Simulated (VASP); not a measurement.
# SnSe4 (Im-3m) in VASP: a series of runs

SnSe4 is run at these levels: PBE; tasks: single point, relaxation of cell and atoms.

Everything below comes from runs of VASP 6.6.1. Logs are shortened: lines on timing, memory, paths and dates and some standing lists are left out, and cuts for length are marked.

## 1. The cell of the first run

Symmetry: Im-3m, No. 229, cubic system. Conventional cell: a = 6.503 Å, b = 6.503 Å, c = 6.503 Å, α = 90.00°, β = 90.00°, γ = 90.00°. Sn (site symmetry m-3m) has 8 Se at 2.82 Å within 3.7 Å. Within 3.7 Å of Se (site symmetry -3m) lie 2 Sn at 2.82 Å and 6 Se at 3.25 Å.

The cell was built from a structure type or drawn by symmetry, and may not be a known phase.

## 2. Single point, PBE

INCAR

```
SYSTEM = SnSe4
PREC     = Accurate       ! precision mode
ENCUT    = 520            ! plane-wave cutoff, eV
EDIFF    = 1E-6           ! SCF threshold, eV
ISMEAR   = 0              ! smearing method
SIGMA    = 0.1            ! smearing width, eV
LREAL    = .FALSE.        ! projectors in reciprocal space
LASPH    = .TRUE.         ! aspherical terms in the spheres
NELM     = 100            ! most SCF steps
ALGO     = Normal         ! electronic algorithm
ISIF     = 2              ! what is computed and relaxed
LWAVE    = .FALSE.        ! write WAVECAR
LCHARG   = .FALSE.        ! write CHGCAR
GGA      = PE             ! functional
NBANDS   = 27             ! bands
```

KPOINTS

```
regular mesh
0
G
  8 8 8
  0 0 0
```

POSCAR

```
SnSe4
1.0
   -3.2513598861      3.2513598861      3.2513598861
    3.2513598861     -3.2513598861      3.2513598861
    3.2513598861      3.2513598861     -3.2513598861
Sn Se
1 4
Direct
    0.0000000000      0.0000000000      0.0000000000
    0.0000000000      0.0000000000      0.5000000000
    0.5000000000      0.0000000000      0.0000000000
    0.0000000000      0.5000000000      0.0000000000
    0.5000000000      0.5000000000      0.5000000000
```

Potentials or basis: VASP PAW PBE potentials, release 64 (Sn_d, Se).

The run is started by

```console
$ cat potpaw_PBE.64/Sn_d/POTCAR potpaw_PBE.64/Se/POTCAR > POTCAR
$ mpirun -np 1 vasp_std > vasp.out
```

OUTCAR:

```text
SYSTEM = SnSe4
   PREC = Accurate
   ENCUT = 520
   EDIFF = 1E-6
   ISMEAR = 0
   LREAL = .FALSE.
   LASPH = .TRUE.
   NELM = 100
   ISIF = 2
   GGA = PE

 ion  position               nearest neighbor table
   1  0.000  0.000  0.000-   2 2.82   3 2.82   4 2.82   5 2.82   2 2.82   4 2.82   3 2.82   5 2.82

   2  0.000  0.000  0.500-   1 2.82   1 2.82
   3  0.500  0.000  0.000-   1 2.82   1 2.82
   4  0.000  0.500  0.000-   1 2.82   1 2.82
   5  0.500  0.500  0.500-   1 2.82   1 2.82

  LATTYP: Found a body centered cubic cell.
 ALAT       =     6.5027197722

  Lattice vectors:

 A1 = (  -3.2513598861,   3.2513598861,   3.2513598861)
 A2 = (   3.2513598861,  -3.2513598861,   3.2513598861)
 A3 = (   3.2513598861,   3.2513598861,  -3.2513598861)

Analysis of symmetry for initial positions (statically):
=====================================================================
 Subroutine PRICEL returns:
 Original cell was already a primitive cell.

 Routine SETGRP: Setting up the symmetry group for a
 body centered cubic supercell.

 Subroutine GETGRP returns: Found 48 space group operations
 (whereof 48 operations were pure point group operations)
 out of a pool of 48 trial point group operations.

The static configuration has the point symmetry O_h .

Analysis of symmetry for dynamics (positions and initial velocities):
=====================================================================
 Subroutine PRICEL returns:
 Original cell was already a primitive cell.

 Routine SETGRP: Setting up the symmetry group for a
 body centered cubic supercell.

 Subroutine GETGRP returns: Found 48 space group operations
 (whereof 48 operations were pure point group operations)
 out of a pool of 48 trial point group operations.

The dynamic configuration has the point symmetry O_h .

 Subroutine INISYM returns: Found 48 space group operations
 (whereof 48 operations are pure point group operations),
 and found     1 'primitive' translations

----------------------------------------------------------------------------------------

                                     Primitive cell

  volume of cell :     137.4849

  direct lattice vectors                    reciprocal lattice vectors
    -3.251359886  3.251359886  3.251359886     0.000000000  0.153781807  0.153781807
     3.251359886 -3.251359886  3.251359886     0.153781807  0.000000000  0.153781807
     3.251359886  3.251359886 -3.251359886     0.153781807  0.153781807  0.000000000

  length of vectors
     5.631520516  5.631520516  5.631520516     0.217480318  0.217480318  0.217480318

  position of ions in fractional coordinates (direct lattice)
     0.000000000  0.000000000  0.000000000
     0.000000000  0.000000000  0.500000000
     0.500000000  0.000000000  0.000000000
     0.000000000  0.500000000  0.000000000
     0.500000000  0.500000000  0.500000000

  ion indices of the primitive-cell ions
   primitive index   ion index
                 1           1
                 2           2
                 3           3
                 4           4
                 5           5

----------------------------------------------------------------------------------------

 KPOINTS: regular mesh

Automatic generation of k-mesh.
 Grid dimensions read from file:
 generate k-points for:    8    8    8

 Generating k-lattice:

  Cartesian coordinates                     Fractional coordinates (reciprocal lattice)
     0.000000000  0.019222726  0.019222726     0.125000000  0.000000000  0.000000000
     0.019222726  0.000000000  0.019222726     0.000000000  0.125000000  0.000000000
     0.019222726  0.019222726  0.000000000     0.000000000  0.000000000  0.125000000

  Length of vectors
     0.027185040  0.027185040  0.027185040

  Shift w.r.t. Gamma in fractional coordinates (k-lattice)
     0.000000000  0.000000000  0.000000000

 Subroutine IBZKPT returns following result:
 ===========================================

 Found     29 irreducible k-points:

 Following reciprocal coordinates:
            Coordinates               Weight
  0.000000  0.000000  0.000000      1.000000
  0.125000  0.000000  0.000000     12.000000
  0.250000  0.000000  0.000000     12.000000
  0.375000  0.000000  0.000000     12.000000
  0.500000  0.000000  0.000000      6.000000
  0.125000  0.125000  0.000000     24.000000
[... 16 lines left out ...]
 -0.250000  0.250000  0.250000      6.000000
 -0.375000  0.375000  0.250000     24.000000
 [... further k-points ...]
   k-points           NKPTS =     29   k-points in BZ     NKDIM =     29   number of bands    NBANDS=     27
   number of dos      NEDOS =    301   number of ions     NIONS =      5
   total plane-waves  NPLWV =  74088
   dimension x,y,z NGX =    42 NGY =   42 NGZ =   42
   dimension x,y,z NGXF=    84 NGYF=   84 NGZF=   84
   ions per type =               1   4
   NGX,Y,Z   is equivalent  to a cutoff of  12.40, 12.40, 12.40 a.u.
   NGXF,Y,Z  is equivalent  to a cutoff of  24.80, 24.80, 24.80 a.u.
 SYSTEM =  SnSe4
   PREC   = accura    normal or accurate (medium, high low for compatibility)
   ISTART =      0    job   : 0-new  1-cont  2-samecut
   ICHARG =      2    charge: 1-file 2-atom 10-const
   ISPIN  =      1    spin polarized calculation?
   LNONCOLLINEAR =      F non collinear calculations
   LSORBIT =      F    spin-orbit coupling
   LASPH  =      T    aspherical Exc in radial PAW
   ENCUT  =  520.0 eV  38.22 Ry    6.18 a.u.  10.47 10.47 10.47*2*pi/ulx,y,z
   NELM   =    100;   NELMIN=  2; NELMDL= -5     # of ELM steps
   EDIFF  = 0.1E-05   stopping-criterion for ELM
   LREAL  =      F    real-space projection
   EDIFFG = 0.1E-04   stopping-criterion for IOM
   NSW    =      0    number of steps for IOM
   IBRION =     -1    ionic relax: 0-MD 1-quasi-New 2-CG
   NFREE  =      0    steps in history (QN), initial steepest desc. (CG)
   ISIF   =      2    stress and relaxation
   ISYM   =      2    0-nonsym 1-usesym 2-fastsym
   POTIM  = 0.5000    time-step for ionic-motion
   TEBEG  =    0.0;   TEEND  =   0.0 temperature during run
   PSTRESS=    0.0 pullay stress
   NELECT =      38.0000    total number of electrons
   NUPDOWN=      -1.0000    fix difference up-down
   EMIN   =  10.00;   EMAX   =-10.00  energy-range for DOS
   EFERMI =   0.00;   METHOD = LEGACY
   ISMEAR =     0;   SIGMA  =   0.10  broadening in eV -4-tet -1-fermi 0-gaus
   EFERMI_NEDOS =   21; number of points for ismear=-14 and -15
   IALGO  =     38    algorithm
   IMIX   =      4    mixing-type and parameters
     AMIX     =   0.40;   BMIX     =  1.00
     AMIX_MAG =   1.60;   BMIX_MAG =  1.00
  volume/ion in A,a.u.               =      27.50       185.56
  Fermi-wavevector in a.u.,A,eV,Ry     =   1.066394  2.015192 15.472491  1.137196
  Thomas-Fermi vector in A             =   2.201977
   LORBIT       =      0    0 simple, 1 ext, 2 COOP (PROOUT), +10 PAW based schemes
   GGA     = PE    functional components
   LHFCALC =     F    Hartree Fock is set to
   AEXX    =    0.0000 exact exchange contribution
   IVDW    =     0    specifies the selected vdW correction
   LEPSILON=     F    determine dielectric tensor
   LRPA    =     F    only Hartree local field effects (RPA)
 non-spin polarized calculation
 Gauss-broadening in eV      SIGMA  =   0.10
  energy-cutoff  :      520.00
  volume of cell :      137.48
 maximum number of plane-waves:      3781
 NGX is ok and might be reduce to    42
   NGX = 21   NGY = 21   NGZ = 21

 number of electron      38.0000000 magnetization

 Free energy of the ion-electron system (eV)
  ---------------------------------------------------
  ext. energy  EPLUGINS =         0.00000000
  ---------------------------------------------------
  free energy    TOTEN  =       -15.89626073 eV

  energy without entropy =      -15.87862916  energy(sigma->0) =      -15.88744495

 E-fermi :   3.3997     XC(G=0):  -9.1175

 val. band max:        3.3945813956   @ k =  -0.2500   0.2500   0.1250
 cond. band min:       3.4432761012   @ k =   0.1250   0.0000   0.0000
 fundamental gap:      0.0486947056
 Fermi energy:         3.3996600906

 k-point     1 :       0.0000    0.0000    0.0000
  band No.  band energies     occupation
      1     -18.2890      2.00000
      2     -18.2890      2.00000
      3     -18.2890      2.00000
      4     -18.2392      2.00000
      5     -18.2392      2.00000
      6     -10.9476      2.00000
[... 19 lines left out ...]
     26      10.4476      0.00000
     27      10.4476      0.00000

 k-point     2 :       0.1250    0.0000    0.0000
  band No.  band energies     occupation
      1     -18.2890      2.00000
      2     -18.2884      2.00000
      3     -18.2878      2.00000
      4     -18.2393      2.00000
      5     -18.2393      2.00000
      6     -10.8754      2.00000
[... 19 lines left out ...]
     26      10.1122      0.00000
     27      10.3897      0.00000

 k-point     3 :       0.2500    0.0000    0.0000
  band No.  band energies     occupation
      1     -18.2892      2.00000
      2     -18.2871      2.00000
      3     -18.2849      2.00000
      4     -18.2395      2.00000
      5     -18.2394      2.00000
      6     -10.6638      2.00000
[... 19 lines left out ...]
     26       9.4856      0.00000
     27       9.7557      0.00000

 k-point     4 :       0.3750    0.0000    0.0000
  band No.  band energies     occupation
      1     -18.2893      2.00000
      2     -18.2859      2.00000
      3     -18.2821      2.00000
      4     -18.2397      2.00000
      5     -18.2396      2.00000
      6     -10.3328      2.00000
[... 19 lines left out ...]
     26       9.4554      0.00000
     27      10.4298      0.00000

 k-point     5 :       0.5000    0.0000    0.0000
  band No.  band energies     occupation
      1     -18.2894      2.00000
      2     -18.2853      2.00000
      3     -18.2809      2.00000
      4     -18.2397      2.00000
      5     -18.2397      2.00000
      6     -10.0131      2.00000
[... 19 lines left out ...]
     26      10.5112      0.00000
     27      10.7676      0.00000

 k-point     6 :       0.1250    0.1250    0.0000
  band No.  band energies     occupation
      1     -18.2887      2.00000
      2     -18.2879      2.00000
      3     -18.2857      2.00000
      4     -18.2394      2.00000
      5     -18.2394      2.00000
      6     -10.7334      2.00000
[... 444 lines left out ...]
      1     -18.2868      2.00000
      2     -18.2823      2.00000
      3     -18.2823      2.00000
      4     -18.2400      2.00000
      5     -18.2400      2.00000
      6      -9.7831      2.00000
[... 19 lines left out ...]
     26      11.1753      0.00000
     27      11.4805      0.00000

 k-point    22 :       0.2500    0.2500    0.2500
  band No.  band energies     occupation
      1     -18.2853      2.00000
      2     -18.2853      2.00000
      3     -18.2853      2.00000
      4     -18.2397      2.00000
      5     -18.2397      2.00000
      6      -9.7228      2.00000
[... 19 lines left out ...]
     26      11.1368      0.00000
     27      11.1368      0.00000

 k-point    23 :      -0.2500    0.2500    0.2500
  band No.  band energies     occupation
      1     -18.2852      2.00000
      2     -18.2852      2.00000
      3     -18.2850      2.00000
      4     -18.2398      2.00000
      5     -18.2397      2.00000
      6     -10.4117      2.00000
[... 19 lines left out ...]
     26       9.3253      0.00000
     27       9.5791      0.00000

 k-point    24 :      -0.3750    0.3750    0.2500
  band No.  band energies     occupation
      1     -18.2853      2.00000
      2     -18.2838      2.00000
      3     -18.2823      2.00000
      4     -18.2400      2.00000
      5     -18.2399      2.00000
      6     -10.1262      2.00000
[... 19 lines left out ...]
     26       9.9877      0.00000
     27      10.3553      0.00000

 [... further k-points ...]

------------------------ aborting loop because EDIFF is reached ----------------------------------------

  FORCE on cell =-STRESS in cart. coord.  units (eV):
  Direction    XX          YY          ZZ          XY          YZ          ZX
  --------------------------------------------------------------------------------------
  -------------------------------------------------------------------------------------
  Total       -0.0245300     -0.0245300     -0.0245300     -0.0000000     -0.0000000      0.0000000
  in kB       -0.2858594     -0.2858594     -0.2858594     -0.0000000     -0.0000000      0.0000000
  external PRESSURE =      -0.2858594 kB  Pullay stress =       0.0000000 kB

 VOLUME and BASIS-vectors are now :
 -----------------------------------------------------------------------------
  energy-cutoff  :      520.00
  volume of cell :      137.48
      direct lattice vectors                 reciprocal lattice vectors
    -3.251359886  3.251359886  3.251359886     0.000000000  0.153781807  0.153781807
     3.251359886 -3.251359886  3.251359886     0.153781807  0.000000000  0.153781807
     3.251359886  3.251359886 -3.251359886     0.153781807  0.153781807  0.000000000

 POSITION                                       TOTAL-FORCE (eV/Angst)
 -----------------------------------------------------------------------------------
      0.00000      0.00000      0.00000         0.000000      0.000000     -0.000000
      1.62568      1.62568     -1.62568        -0.000000      0.000000     -0.000000
     -1.62568      1.62568      1.62568         0.000000     -0.000000     -0.000000
      1.62568     -1.62568      1.62568        -0.000000      0.000000      0.000000
      1.62568      1.62568      1.62568         0.000000     -0.000000     -0.000000
 -----------------------------------------------------------------------------------
    total drift:                               -0.000000     -0.000000      0.000000

  FREE ENERGIE OF THE ION-ELECTRON SYSTEM (eV)
  ---------------------------------------------------
  free  energy   TOTEN  =       -15.8962607350 eV

  energy  without entropy=      -15.8786291607  energy(sigma->0) =      -15.88744495
```

Run time: 2.5 min. Hardware: 1 thread of Intel Xeon 8259CL, shared host; peak memory 0.3 GiB.

What came out:

| Item | Value |
| --- | --- |
| Free energy | -15.8963 eV |
| Pressure | 0.0 GPa |
| Band gap on the k mesh | zero (bands 19 and 20 overlap by 2.66 eV) |

Caveat: spin-orbit coupling is left out, which moves the levels of the heavy elements.

## 3. Relaxation of cell and atoms, PBE

This run uses another cell than the first one, of 28.45 Å³/atom.

INCAR

```
PREC     = Accurate       # precision mode
ENCUT    = 600            # plane-wave cutoff, eV
EDIFF    = 1E-6           # SCF threshold, eV
ISMEAR   = 0              # smearing method
SIGMA    = 0.1            # smearing width, eV
LREAL    = F              # projectors in reciprocal space
LASPH    = T              # aspherical terms in the spheres
NELM     = 100            # most SCF steps
ALGO     = Normal         # electronic algorithm
ISIF     = 3              # what is computed and relaxed
LWAVE    = F              # write WAVECAR
LCHARG   = F              # write CHGCAR
GGA      = PE             # functional
IBRION   = 2              # ionic algorithm
NSW      = 100            # ionic steps
EDIFFG   = -0.01          # ionic threshold
```

KPOINTS

```
regular mesh
0
Gamma
  8 8 8
```

Changes to POSCAR since step 2:

```diff
@@ -2,5 +2,5 @@
 1.0
-   -3.2513598861      3.2513598861      3.2513598861
-    3.2513598861     -3.2513598861      3.2513598861
-    3.2513598861      3.2513598861     -3.2513598861
+   -3.2884790500      3.2884790500      3.2884790500
+    3.2884790500     -3.2884790500      3.2884790500
+    3.2884790500      3.2884790500     -3.2884790500
 Sn Se
```

Potentials or basis: VASP PAW PBE potentials, release 64 (Sn_d, Se).

The run is started by

```console
$ cat potpaw_PBE.64/Sn_d/POTCAR potpaw_PBE.64/Se/POTCAR > POTCAR
$ mpirun -np 1 vasp_std > vasp.out
```

Wall time 6.4 min (1 thread of Intel Xeon 8259CL, shared host); peak memory 0.4 GiB.

Results (log left out):

```
Free energy                           : -15.8966 eV
Relaxed volume                        : 27.49 Å³/atom
Relaxed cell                          : a = 5.631 Å, b = 5.631 Å, c = 5.631 Å, α = 109.47°, β = 109.47°, γ = 109.47°
Space group after relaxing (to 0.1 Å) : Im-3m (No. 229)
Energy gained by relaxing             : 4.8 meV/atom
Ionic steps                           : 3
Pressure after relaxing               : 0.0 GPa
Band gap on the k mesh                : zero (bands 19 and 20 overlap by 2.66 eV)
```

The path:
```
step  energy change (eV)  largest force (eV/Å)  pressure (GPa)  volume (Å³)
   1              0.0000                0.0000           -1.56       142.25
   2             -0.0234                0.0000            0.30       136.61
   3             -0.0242                0.0000            0.01       137.43
```

Final structure:
```
Sn Se
1.0
    -3.25091    3.25091    3.25091
     3.25091   -3.25091    3.25091
     3.25091    3.25091   -3.25091
Sn Se
1 4
Direct
  0.00000 0.00000 0.00000
  0.00000 0.00000 0.50000
  0.50000 0.00000 0.00000
  0.00000 0.50000 0.00000
  0.50000 0.50000 0.50000
```

Levels at points of the mesh, in eV from the Fermi level:
| k point | band 16 | band 17 | band 18 | band 19 | band 20 | band 21 | band 22 | band 23 |
| --- | --- | --- | --- | --- | --- | --- | --- | --- |
| (0.00, 0.00, 0.00) | -3.32 | -0.01 | -0.01 | -0.01 | 0.69 | 1.77 | 1.77 | 3.82 |
| (0.50, 0.00, 0.00) | -1.99 | -1.81 | -1.11 | -1.07 | 0.55 | 0.74 | 0.85 | 2.01 |
| (0.50, 0.50, 0.50) | 0.58 | 0.58 | 0.58 | 1.14 | 1.14 | 1.14 | 1.53 | 1.53 |

Caveat: spin-orbit coupling is left out, which moves the levels of the heavy elements.
